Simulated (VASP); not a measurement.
# N2 in VASP: single point with PBEsol

Aim: the single point of N2 with PBEsol.

All numbers are computed with VASP 6.6.1; they aren't measurements. Logs are shortened: lines on timing, memory, paths and dates and some standing lists are left out, and cuts for length are marked.

## 1. The cell of the first run

The cell holds a molecule in a box, 2 atoms: a = 9.000 Å, b = 9.500 Å, c = 10.000 Å, α = 90.00°, β = 90.00°, γ = 90.00°.

## 2. Single point, PBEsol

INCAR reads:

```
  PREC = Accurate
  ENCUT = 1000
  EDIFF = 1E-6
  ISMEAR = 0
  SIGMA = 0.02
  LREAL = False
  LASPH = True
  NELM = 120
  ALGO = Normal
  ISIF = 2
  LWAVE = False
  LCHARG = True
  GGA = PS
  LELF = True
  LVHAR = True
  NBANDS = 12
  GGA_COMPAT = False
  NELMDL = -8
```

KPOINTS reads:

```
Automatic mesh
0
Gamma
  1 1 1
```

POSCAR reads:

```
N
1.0
    9.0000000000      0.0000000000      0.0000000000
    0.0000000000      9.5000000000      0.0000000000
    0.0000000000      0.0000000000     10.0000000000
N
2
Direct
    0.5000000000      0.5000000000      0.4450056126
    0.5000000000      0.5000000000      0.5549943874
```

Potentials or basis: VASP PAW PBE potentials, release 64 (N_h).

The run is started by

```bash
cat potpaw_PBE.64/N_h/POTCAR > POTCAR
mpirun -np 1 vasp_gam > vasp.out
```

OUTCAR:

```text
PREC = Accurate
   ENCUT = 1000
   EDIFF = 1E-6
   ISMEAR = 0
   LREAL = False
   LASPH = True
   NELM = 120
   ISIF = 2
   GGA = PS
   NELMDL = -8

 ion  position               nearest neighbor table
   1  0.500  0.500  0.445-   2 1.10
   2  0.500  0.500  0.555-   1 1.10

  LATTYP: Found a simple orthorhombic cell.
 ALAT       =     9.0000000000
 B/A-ratio  =     1.0555555556
 C/A-ratio  =     1.1111111111

  Lattice vectors:

 A1 = (   9.0000000000,   0.0000000000,   0.0000000000)
 A2 = (   0.0000000000,   9.5000000000,   0.0000000000)
 A3 = (   0.0000000000,   0.0000000000,  10.0000000000)

Analysis of symmetry for initial positions (statically):
=====================================================================
 Subroutine PRICEL returns:
 Original cell was already a primitive cell.

 Routine SETGRP: Setting up the symmetry group for a
 simple orthorhombic supercell.

 Subroutine GETGRP returns: Found  8 space group operations
 (whereof  8 operations were pure point group operations)
 out of a pool of  8 trial point group operations.

The static configuration has the point symmetry D_2h.

Analysis of symmetry for dynamics (positions and initial velocities):
=====================================================================
 Subroutine PRICEL returns:
 Original cell was already a primitive cell.

 Routine SETGRP: Setting up the symmetry group for a
 simple orthorhombic supercell.

 Subroutine GETGRP returns: Found  8 space group operations
 (whereof  8 operations were pure point group operations)
 out of a pool of  8 trial point group operations.

The dynamic configuration has the point symmetry D_2h.

 Subroutine INISYM returns: Found  8 space group operations
 (whereof  8 operations are pure point group operations),
 and found     1 'primitive' translations

----------------------------------------------------------------------------------------

                                     Primitive cell

  volume of cell :     855.0000

  direct lattice vectors                    reciprocal lattice vectors
     9.000000000  0.000000000  0.000000000     0.111111111  0.000000000  0.000000000
     0.000000000  9.500000000  0.000000000     0.000000000  0.105263158  0.000000000
     0.000000000  0.000000000 10.000000000     0.000000000  0.000000000  0.100000000

  length of vectors
     9.000000000  9.500000000 10.000000000     0.111111111  0.105263158  0.100000000

  position of ions in fractional coordinates (direct lattice)
     0.500000000  0.500000000  0.445005613
     0.500000000  0.500000000  0.554994387

  ion indices of the primitive-cell ions
   primitive index   ion index
                 1           1
                 2           2

----------------------------------------------------------------------------------------

 KPOINTS: Automatic mesh

Automatic generation of k-mesh.
 Grid dimensions read from file:
 generate k-points for:    1    1    1

 Generating k-lattice:

  Cartesian coordinates                     Fractional coordinates (reciprocal lattice)
     0.111111111  0.000000000  0.000000000     1.000000000  0.000000000  0.000000000
     0.000000000  0.105263158  0.000000000     0.000000000  1.000000000  0.000000000
     0.000000000  0.000000000  0.100000000     0.000000000  0.000000000  1.000000000

  Length of vectors
     0.111111111  0.105263158  0.100000000

  Shift w.r.t. Gamma in fractional coordinates (k-lattice)
     0.000000000  0.000000000  0.000000000

 Subroutine IBZKPT returns following result:
 ===========================================

 Found      1 irreducible k-points:

 Following reciprocal coordinates:
            Coordinates               Weight
  0.000000  0.000000  0.000000      1.000000
   k-points           NKPTS =      1   k-points in BZ     NKDIM =      1   number of bands    NBANDS=     12
   number of dos      NEDOS =    301   number of ions     NIONS =      2
   total plane-waves  NPLWV = ******
   dimension x,y,z NGX =    96 NGY =   98 NGZ =  108
   dimension x,y,z NGXF=   192 NGYF=  196 NGZF=  216
   ions per type =               2
   NGX,Y,Z   is equivalent  to a cutoff of  17.73, 17.15, 17.95 a.u.
   NGXF,Y,Z  is equivalent  to a cutoff of  35.47, 34.30, 35.91 a.u.
 SYSTEM =  unknown system
   PREC   = accura    normal or accurate (medium, high low for compatibility)
   ISTART =      0    job   : 0-new  1-cont  2-samecut
   ICHARG =      2    charge: 1-file 2-atom 10-const
   ISPIN  =      1    spin polarized calculation?
   LNONCOLLINEAR =      F non collinear calculations
   LSORBIT =      F    spin-orbit coupling
   LASPH  =      T    aspherical Exc in radial PAW
   ENCUT  = 1000.0 eV  73.50 Ry    8.57 a.u.  23.21 24.50 25.78*2*pi/ulx,y,z
   NELM   =    120;   NELMIN=  2; NELMDL= -8     # of ELM steps
   EDIFF  = 0.1E-05   stopping-criterion for ELM
   LREAL  =      F    real-space projection
[... 7 lines left out ...]
   TEBEG  =    0.0;   TEEND  =   0.0 temperature during run
   PSTRESS=    0.0 pullay stress
   NELECT =      10.0000    total number of electrons
   NUPDOWN=      -1.0000    fix difference up-down
   EMIN   =  10.00;   EMAX   =-10.00  energy-range for DOS
   EFERMI =   0.00;   METHOD = LEGACY
   ISMEAR =     0;   SIGMA  =   0.02  broadening in eV -4-tet -1-fermi 0-gaus
   EFERMI_NEDOS =   21; number of points for ismear=-14 and -15
   IALGO  =     38    algorithm
   IMIX   =      4    mixing-type and parameters
     AMIX     =   0.40;   BMIX     =  1.00
     AMIX_MAG =   1.60;   BMIX_MAG =  1.00
  volume/ion in A,a.u.               =     427.50      2884.91
  Fermi-wavevector in a.u.,A,eV,Ry     =   0.371609  0.702239  1.878872  0.138093
  Thomas-Fermi vector in A             =   1.299861
   LORBIT       =      0    0 simple, 1 ext, 2 COOP (PROOUT), +10 PAW based schemes
   GGA     = PS    functional components
   LHFCALC =     F    Hartree Fock is set to
   AEXX    =    0.0000 exact exchange contribution
   IVDW    =     0    specifies the selected vdW correction
   LEPSILON=     F    determine dielectric tensor
   LRPA    =     F    only Hartree local field effects (RPA)
 non-spin polarized calculation
 Gauss-broadening in eV      SIGMA  =   0.02
  energy-cutoff  :     1000.00
  volume of cell :      855.00
 maximum number of plane-waves:     30729
 NGX is ok and might be reduce to    96
   NGX = 47   NGY = 49   NGZ = 51

 number of electron      10.0000000 magnetization

 Free energy of the ion-electron system (eV)
  ---------------------------------------------------
  ext. energy  EPLUGINS =         0.00000000
  ---------------------------------------------------
  free energy    TOTEN  =       -17.23298427 eV

  energy without entropy =      -17.23298427  energy(sigma->0) =      -17.23298427

 E-fermi :  -9.8312     XC(G=0):  -0.6719

 val. band max:      -10.0009104221   @ k =   0.0000   0.0000   0.0000
 cond. band min:      -1.7586804107   @ k =   0.0000   0.0000   0.0000
 fundamental gap:      8.2422300114
 Fermi energy:        -9.8312178888

 k-point     1 :       0.0000    0.0000    0.0000
  band No.  band energies     occupation
      1     -27.9768      2.00000
      2     -13.2238      2.00000
      3     -11.4325      2.00000
      4     -11.4325      2.00000
      5     -10.0009      2.00000
      6      -1.7587      0.00000
      7      -1.7582      0.00000
      8      -0.1456      0.00000
      9       1.2467      0.00000
     10       1.3269      0.00000
     11       1.3334      0.00000
     12       1.5702      0.00000

------------------------ aborting loop because EDIFF is reached ----------------------------------------

  FORCE on cell =-STRESS in cart. coord.  units (eV):
  Direction    XX          YY          ZZ          XY          YZ          ZX
  --------------------------------------------------------------------------------------
  -------------------------------------------------------------------------------------
  Total       -0.0122024     -0.0123175      0.2245311      0.0000000      0.0000000      0.0000000
  in kB       -0.0228660     -0.0230817      0.4207469      0.0000000      0.0000000      0.0000000
  external PRESSURE =       0.1249331 kB  Pullay stress =       0.0000000 kB

 VOLUME and BASIS-vectors are now :
 -----------------------------------------------------------------------------
  energy-cutoff  :     1000.00
  volume of cell :      855.00
      direct lattice vectors                 reciprocal lattice vectors
     9.000000000  0.000000000  0.000000000     0.111111111  0.000000000  0.000000000
     0.000000000  9.500000000  0.000000000     0.000000000  0.105263158  0.000000000
     0.000000000  0.000000000 10.000000000     0.000000000  0.000000000  0.100000000

 POSITION                                       TOTAL-FORCE (eV/Angst)
 -----------------------------------------------------------------------------------
      4.50000      4.75000      4.45006         0.000000      0.000000     -0.215522
      4.50000      4.75000      5.54994         0.000000      0.000000      0.215522
 -----------------------------------------------------------------------------------
    total drift:                                0.000000      0.000000      0.000000

  FREE ENERGIE OF THE ION-ELECTRON SYSTEM (eV)
  ---------------------------------------------------
  free  energy   TOTEN  =       -17.2329842683 eV

  energy  without entropy=      -17.2329842683  energy(sigma->0) =      -17.23298427
```

It took 4.3 min on 1 thread of Intel Xeon Platinum 8259CL at 2.50GHz (Skylake/Cascade Lake), shared host; peak memory 1.6 GiB.

Results:

```
Free energy                     : -17.2330 eV
Largest force                   : 0.216 eV/Å
Gap between the frontier levels : 8.24 eV
```

Forces in eV/Å, atoms in the order of the input:
```
N    0.000  0.000 -0.216
N    0.000  0.000  0.216
```

Caveat: the PAW data sets were made with another functional, which shifts forces and pressure a little.
